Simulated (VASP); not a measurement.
Rb2CdSe2O6: single point with r2SCAN

Crystal: Rb2CdSe2O6.

```xyz
11
Lattice="5.7563 0.0000 0.0000 -2.8782 4.9851 0.0000 -2.8782 1.6617 6.5730" Properties=species:S:1:pos:R:3 pbc="T T T"
Rb    2.8782    1.6617    2.6939
Rb   -2.8782    4.9851    3.8791
Cd    0.0000    0.0000    0.0000
Se    0.0000    3.3234    5.7875
Se    0.0000    3.3234    0.7855
O     1.3348    2.5528    5.0682
O     0.0000    4.8648    5.0682
O    -1.3348    2.5528    5.0682
O    -1.3348    4.0941    1.5049
O     1.3348    4.0941    1.5049
O     0.0000    1.7821    1.5049
```

```
Program                : VASP 6.6.1
Task                   : single point
Functional             : r2SCAN
Potentials or basis    : VASP PAW PBE potentials, release 64 (Rb_sv, Cd, Se, O)
Cutoff                 : 520 eV
k mesh                 : 5 × 5 × 5
Occupations            : fermi-dirac, width 0.1 eV
Spin                   : no spin polarisation
Dipole correction      : no
Further INCAR settings : ALGO = Normal; EDIFF = 1e-06; NBANDS = 50
```

```yaml
Pressure: 0.8 GPa
Largest_force: 0.296 eV/Å
Band_gap_on_the_k_mesh: 4.45 eV (least direct gap 4.74 eV)
```

Forces in eV/Å, atoms in the order of the input:
```
Rb   0.000  0.000  0.003
Rb   0.000  0.000 -0.003
Cd   0.000  0.000  0.000
Se   0.000  0.000  0.296
Se   0.000  0.000 -0.296
O    0.140 -0.081 -0.125
O    0.000  0.162 -0.125
O   -0.140 -0.081 -0.125
O   -0.140  0.081  0.125
O    0.140  0.081  0.125
O    0.000 -0.162  0.125
```

Stress tensor (GPa, compression positive):
```
0.95 0.00 0.00
0.00 0.95 0.00
0.00 0.00 0.53
```

Levels at points of the mesh, in eV from the valence-band top:
```tsv
k point	band 35	band 36	band 37	band 38	band 39	band 40	band 41	band 42	band 43	band 44
(0.00, 0.00, 0.00)	-0.45	-0.34	-0.32	-0.32	-0.29	4.45	5.22	5.22	6.05	6.36
```

It took 8.4 min on 1 thread of Intel(R) Xeon(R) 6975P-C (Granite Rapids), with other jobs on the host, peak memory 0.47 GiB.

Caveat: the PAW data sets were made with another functional, which shifts forces and pressure a little. A k mesh can miss the band edges.
